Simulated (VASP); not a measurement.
# CaO (Fm-3m) in VASP: single point with PBE

Aim: the single point of CaO with PBE.

All numbers are computed with VASP 6.6.1; they aren't measurements. Logs are shortened: lines on timing, memory, paths and dates and some standing lists are left out, and cuts for length are marked.

## (1) The cell of the first run

Symmetry: Fm-3m, No. 225, cubic system. Conventional cell: a = 4.831 Å, b = 4.831 Å, c = 4.831 Å, α = 90.00°, β = 90.00°, γ = 90.00°. Within 3.2 Å of Ca (site symmetry m-3m) lie 6 O at 2.42 Å. Within 3.2 Å of O (site symmetry m-3m) lie 6 Ca at 2.42 Å.

## (2) Single point, PBE

INCAR

```
  ALGO = Normal
  EDIFF = 1E-6
  ENCUT = 520
  GGA = PE
  ISIF = 2
  ISMEAR = 0
  LASPH = True
  LCHARG = True
  LELF = True
  LREAL = False
  LVHAR = True
  LWAVE = False
  NBANDS = 42
  NELM = 80
  PREC = Accurate
  SIGMA = 0.05
```

KPOINTS

```
k-points
0
Gamma
  6 6 6
```

POSCAR

```
CaO
1.0
    0.0000000000      4.8308451398      4.8308451398
    4.8308451398      0.0000000000      4.8308451398
    2.4154225699      2.4154225699      0.0000000000
Ca O
4 4
Direct
    0.2500000000      0.2500000000      0.5000000000
    0.2500000000      0.7500000000      0.5000000000
    0.7500000000      0.2500000000      0.5000000000
    0.7500000000      0.7500000000      0.5000000000
    0.0000000000      0.0000000000      0.0000000000
    0.0000000000      0.5000000000      0.0000000000
    0.5000000000      0.0000000000      0.0000000000
    0.5000000000      0.5000000000      0.0000000000
```

Potentials or basis: VASP PAW PBE potentials, release 64 (Ca_sv, O).

Run with:

```sh
$ cat potpaw_PBE.64/Ca_sv/POTCAR potpaw_PBE.64/O/POTCAR > POTCAR
$ mpirun -np 1 vasp_std > vasp.out
```

OUTCAR:

```text
EDIFF = 1E-6
   ENCUT = 520
   GGA = PE
   ISIF = 2
   ISMEAR = 0
   LASPH = True
   LREAL = False
   NELM = 80
   PREC = Accurate

 ion  position               nearest neighbor table
   1  0.250  0.250  0.500-   5 2.42   6 2.42   7 2.42   6 2.42   7 2.42   8 2.42
   2  0.250  0.750  0.500-   5 2.42   6 2.42   8 2.42   5 2.42   7 2.42   8 2.42
   3  0.750  0.250  0.500-   5 2.42   7 2.42   8 2.42   5 2.42   6 2.42   8 2.42
   4  0.750  0.750  0.500-   6 2.42   7 2.42   8 2.42   5 2.42   6 2.42   7 2.42
   5  0.000  0.000  0.000-   2 2.42   3 2.42   4 2.42   1 2.42   2 2.42   3 2.42
   6  0.000  0.500  0.000-   1 2.42   3 2.42   4 2.42   1 2.42   2 2.42   4 2.42
   7  0.500  0.000  0.000-   1 2.42   2 2.42   4 2.42   1 2.42   3 2.42   4 2.42
   8  0.500  0.500  0.000-   1 2.42   2 2.42   3 2.42   2 2.42   3 2.42   4 2.42

  LATTYP: Found a base centered orthorhombic cell.
 ALAT       =     6.8318467144
 B/A-ratio  =     1.4142135624
 C/A-ratio  =     0.5000000000

  Lattice vectors:

 A1 = (  -2.4154225699,   2.4154225699,  -4.8308451398)
 A2 = (  -2.4154225699,   2.4154225699,   4.8308451398)
 A3 = (   2.4154225699,   2.4154225699,   0.0000000000)

Analysis of symmetry for initial positions (statically):
=====================================================================
 Subroutine PRICEL returns following result:

  LATTYP: Found a face centered cubic cell.
 ALAT       =     4.8308451398

  Lattice vectors:

 A1 = (   0.0000000000,   2.4154225699,   2.4154225699)
 A2 = (   2.4154225699,   0.0000000000,   2.4154225699)
 A3 = (   2.4154225699,   2.4154225699,   0.0000000000)

   4 primitive cells build up your supercell.

 Routine SETGRP: Setting up the symmetry group for a
 base centered orthorhombic supercell.

 Subroutine GETGRP returns: Found  8 space group operations
 (whereof  8 operations were pure point group operations)
 out of a pool of  8 trial point group operations.

The static configuration has the point symmetry D_2h.

Analysis of symmetry for dynamics (positions and initial velocities):
=====================================================================
 Subroutine PRICEL returns following result:

  LATTYP: Found a face centered cubic cell.
 ALAT       =     4.8308451398

  Lattice vectors:

 A1 = (   0.0000000000,   2.4154225699,   2.4154225699)
 A2 = (   2.4154225699,   0.0000000000,   2.4154225699)
 A3 = (   2.4154225699,   2.4154225699,   0.0000000000)

   4 primitive cells build up your supercell.

 Routine SETGRP: Setting up the symmetry group for a
 base centered orthorhombic supercell.

 Subroutine GETGRP returns: Found  8 space group operations
 (whereof  8 operations were pure point group operations)
 out of a pool of  8 trial point group operations.

The dynamic configuration has the point symmetry D_2h.

 Subroutine INISYM returns: Found  8 space group operations
 (whereof  8 operations are pure point group operations),
 and found     4 'primitive' translations

----------------------------------------------------------------------------------------

                                     Primitive cell

  volume of cell :      28.1844

  direct lattice vectors                    reciprocal lattice vectors
     0.000000000  2.415422570  2.415422570    -0.207003117  0.207003117  0.207003117
     2.415422570  0.000000000  2.415422570     0.207003117 -0.207003117  0.207003117
     2.415422570  2.415422570  0.000000000     0.207003117  0.207003117 -0.207003117

  length of vectors
     3.415923357  3.415923357  3.415923357     0.358539915  0.358539915  0.358539915

  position of ions in fractional coordinates (direct lattice)
     0.500000000  0.500000000  0.500000000
     0.000000000  0.000000000  0.000000000

  ion indices of the primitive-cell ions
   primitive index   ion index
                 1           1
                 2           5

----------------------------------------------------------------------------------------

 KPOINTS: k-points

Automatic generation of k-mesh.
 Grid dimensions read from file:
 generate k-points for:    6    6    6

 Generating k-lattice:

  Cartesian coordinates                     Fractional coordinates (reciprocal lattice)
    -0.017250260  0.017250260  0.017250260     0.166666667  0.000000000  0.000000000
     0.017250260 -0.017250260  0.017250260     0.000000000  0.166666667  0.000000000
     0.034500519  0.034500519 -0.034500519     0.000000000  0.000000000  0.166666667

  Length of vectors
     0.029878326  0.029878326  0.059756653

  Shift w.r.t. Gamma in fractional coordinates (k-lattice)
     0.000000000  0.000000000  0.000000000

 Subroutine IBZKPT returns following result:
 ===========================================

 Found     52 irreducible k-points:

 Following reciprocal coordinates:
            Coordinates               Weight
  0.000000  0.000000  0.000000      1.000000
  0.166667  0.000000  0.000000      4.000000
  0.333333  0.000000  0.000000      4.000000
  0.500000  0.000000  0.000000      2.000000
  0.166667  0.166667  0.000000      2.000000
  0.333333  0.166667  0.000000      4.000000
[... 16 lines left out ...]
  0.500000  0.500000  0.166667      4.000000
 -0.333333  0.500000  0.166667      8.000000
 [... further k-points ...]
   k-points           NKPTS =     52   k-points in BZ     NKDIM =     52   number of bands    NBANDS=     42
   number of dos      NEDOS =    301   number of ions     NIONS =      8
   total plane-waves  NPLWV =  81648
   dimension x,y,z NGX =    54 NGY =   54 NGZ =   28
   dimension x,y,z NGXF=   108 NGYF=  108 NGZF=   56
   ions per type =               4   4
   NGX,Y,Z   is equivalent  to a cutoff of  13.14, 13.14, 13.63 a.u.
   NGXF,Y,Z  is equivalent  to a cutoff of  26.28, 26.28, 27.25 a.u.
 SYSTEM =  unknown system
   PREC   = accura    normal or accurate (medium, high low for compatibility)
   ISTART =      0    job   : 0-new  1-cont  2-samecut
   ICHARG =      2    charge: 1-file 2-atom 10-const
   ISPIN  =      1    spin polarized calculation?
   LNONCOLLINEAR =      F non collinear calculations
   LSORBIT =      F    spin-orbit coupling
   LASPH  =      T    aspherical Exc in radial PAW
   ENCUT  =  520.0 eV  38.22 Ry    6.18 a.u.  12.70 12.70  6.35*2*pi/ulx,y,z
   NELM   =     80;   NELMIN=  2; NELMDL= -5     # of ELM steps
   EDIFF  = 0.1E-05   stopping-criterion for ELM
   LREAL  =      F    real-space projection
   EDIFFG = 0.1E-04   stopping-criterion for IOM
   NSW    =      0    number of steps for IOM
   IBRION =     -1    ionic relax: 0-MD 1-quasi-New 2-CG
   NFREE  =      0    steps in history (QN), initial steepest desc. (CG)
   ISIF   =      2    stress and relaxation
   ISYM   =      2    0-nonsym 1-usesym 2-fastsym
   POTIM  = 0.5000    time-step for ionic-motion
   TEBEG  =    0.0;   TEEND  =   0.0 temperature during run
   PSTRESS=    0.0 pullay stress
   NELECT =      64.0000    total number of electrons
   NUPDOWN=      -1.0000    fix difference up-down
   EMIN   =  10.00;   EMAX   =-10.00  energy-range for DOS
   EFERMI =   0.00;   METHOD = LEGACY
   ISMEAR =     0;   SIGMA  =   0.05  broadening in eV -4-tet -1-fermi 0-gaus
   EFERMI_NEDOS =   21; number of points for ismear=-14 and -15
   IALGO  =     38    algorithm
   IMIX   =      4    mixing-type and parameters
     AMIX     =   0.40;   BMIX     =  1.00
     AMIX_MAG =   1.60;   BMIX_MAG =  1.00
  volume/ion in A,a.u.               =      14.09        95.10
  Fermi-wavevector in a.u.,A,eV,Ry     =   1.355538  2.561595 25.000479  1.837483
  Thomas-Fermi vector in A             =   2.482617
   LORBIT       =      0    0 simple, 1 ext, 2 COOP (PROOUT), +10 PAW based schemes
   GGA     = PE    functional components
   LHFCALC =     F    Hartree Fock is set to
   AEXX    =    0.0000 exact exchange contribution
   IVDW    =     0    specifies the selected vdW correction
   LEPSILON=     F    determine dielectric tensor
   LRPA    =     F    only Hartree local field effects (RPA)
 non-spin polarized calculation
 Gauss-broadening in eV      SIGMA  =   0.05
  energy-cutoff  :      520.00
  volume of cell :      112.74
 maximum number of plane-waves:      3072
 NGX is ok and might be reduce to    54
   NGX = 25   NGY = 25   NGZ = 13

 number of electron      64.0000004 magnetization

 Free energy of the ion-electron system (eV)
  ---------------------------------------------------
  ext. energy  EPLUGINS =         0.00000000
  ---------------------------------------------------
  free energy    TOTEN  =       -51.22133276 eV

  energy without entropy =      -51.22133276  energy(sigma->0) =      -51.22133276

 E-fermi :   2.6134     XC(G=0): -10.4016

 val. band max:        2.2637367337   @ k =   0.0000   0.0000   0.0000
 cond. band min:       5.9035596649   @ k =   0.0000   0.0000   0.5000
 fundamental gap:      3.6398229313
 Fermi energy:         2.6134236243

 k-point     1 :       0.0000    0.0000    0.0000
  band No.  band energies     occupation
      1     -35.4350      2.00000
      2     -35.3389      2.00000
      3     -35.3389      2.00000
      4     -35.3103      2.00000
      5     -17.2586      2.00000
      6     -17.2586      2.00000
[... 34 lines left out ...]
     41       9.9293      0.00000
     42      10.1965      0.00000

 k-point     2 :       0.1667    0.0000    0.0000
  band No.  band energies     occupation
      1     -35.4287      2.00000
      2     -35.3454      2.00000
      3     -35.3370      2.00000
      4     -35.3123      2.00000
      5     -17.2183      2.00000
      6     -17.2023      2.00000
[... 34 lines left out ...]
     41      10.0941      0.00000
     42      10.1064      0.00000

 k-point     3 :       0.3333    0.0000    0.0000
  band No.  band energies     occupation
      1     -35.4112      2.00000
      2     -35.3631      2.00000
      3     -35.3318      2.00000
      4     -35.3175      2.00000
      5     -17.1057      2.00000
      6     -17.0415      2.00000
[... 897 lines left out ...]
      4     -35.3323      2.00000
      5     -16.9824      2.00000
      6     -16.9824      2.00000
[... 34 lines left out ...]
     41       9.8091      0.00000
     42       9.8773      0.00000

 k-point    24 :      -0.3333    0.5000    0.1667
  band No.  band energies     occupation
      1     -35.3753      2.00000
      2     -35.3483      2.00000
      3     -35.3483      2.00000
      4     -35.3210      2.00000
      5     -16.9047      2.00000
      6     -16.8881      2.00000
[... 34 lines left out ...]
     41       9.6390      0.00000
     42      10.0819      0.00000

 [... further k-points ...]
[... 5 lines left out ...]
  --------------------------------------------------------------------------------------
  -------------------------------------------------------------------------------------
  Total        0.3940995      0.3940995      0.3932349      0.0008253     -0.0000000      0.0000000
  in kB        5.6007614      5.6007614      5.5884750      0.0117284     -0.0000000      0.0000000
  external PRESSURE =       5.5966660 kB  Pullay stress =       0.0000000 kB

 VOLUME and BASIS-vectors are now :
 -----------------------------------------------------------------------------
  energy-cutoff  :      520.00
  volume of cell :      112.74
      direct lattice vectors                 reciprocal lattice vectors
     0.000000000  4.830845140  4.830845140    -0.103501558  0.103501558  0.103501558
     4.830845140  0.000000000  4.830845140     0.103501558 -0.103501558  0.103501558
     2.415422570  2.415422570  0.000000000     0.207003117  0.207003117 -0.207003117

 POSITION                                       TOTAL-FORCE (eV/Angst)
 -----------------------------------------------------------------------------------
      2.41542      2.41542      2.41542         0.000000     -0.000000     -0.000000
      4.83085      2.41542      4.83085         0.000000      0.000000     -0.000000
      2.41542      4.83085      4.83085         0.000000      0.000000      0.000000
      4.83085      4.83085      7.24627        -0.000000     -0.000000     -0.000000
      0.00000      0.00000      0.00000        -0.000000      0.000000      0.000000
      2.41542      0.00000      2.41542         0.000000      0.000000     -0.000000
      0.00000      2.41542      2.41542        -0.000000     -0.000000     -0.000000
      2.41542      2.41542      4.83085         0.000000      0.000000     -0.000000
 -----------------------------------------------------------------------------------
    total drift:                               -0.000000     -0.000000      0.000000

  FREE ENERGIE OF THE ION-ELECTRON SYSTEM (eV)
  ---------------------------------------------------
  free  energy   TOTEN  =       -51.2213327593 eV

  energy  without entropy=      -51.2213327593  energy(sigma->0) =      -51.22133276
```

Run time: 4.7 min. Hardware: 1 thread of AMD EPYC 7R13 (Zen 3), shared host; peak memory 0.35 GiB.

Results:

```yaml
Free_energy: -51.2213 eV
Pressure: 0.6 GPa
Band_gap_on_the_k_mesh: 3.64 eV
```

Levels at points of the mesh, in eV from the valence-band top:
| k point | band 28 | band 29 | band 30 | band 31 | band 32 | band 33 | band 34 | band 35 | band 36 | band 37 |
| --- | --- | --- | --- | --- | --- | --- | --- | --- | --- | --- |
| (0.00, 0.00, 0.00) | -0.38 | -0.38 | 0.00 | 0.00 | 0.00 | 3.64 | 4.59 | 6.19 | 6.19 | 6.19 |
| (0.50, 0.00, 0.00) | -0.79 | -0.64 | -0.64 | -0.64 | -0.64 | 5.32 | 5.32 | 6.21 | 6.21 | 6.73 |
| (0.50, 0.50, 0.00) | -0.84 | -0.30 | -0.30 | -0.30 | -0.30 | 4.69 | 4.69 | 6.44 | 6.44 | 6.49 |
| (0.00, 0.00, 0.50) | -1.17 | -0.38 | -0.38 | -0.38 | -0.38 | 3.64 | 3.64 | 6.98 | 6.98 | 7.93 |
| (0.50, 0.00, 0.50) | -1.07 | -0.79 | -0.79 | -0.79 | -0.79 | 5.32 | 5.32 | 5.32 | 5.32 | 7.76 |
| (0.50, 0.50, 0.50) | -1.06 | -1.06 | -1.06 | -0.84 | -0.84 | 6.27 | 6.27 | 6.27 | 6.27 | 6.44 |
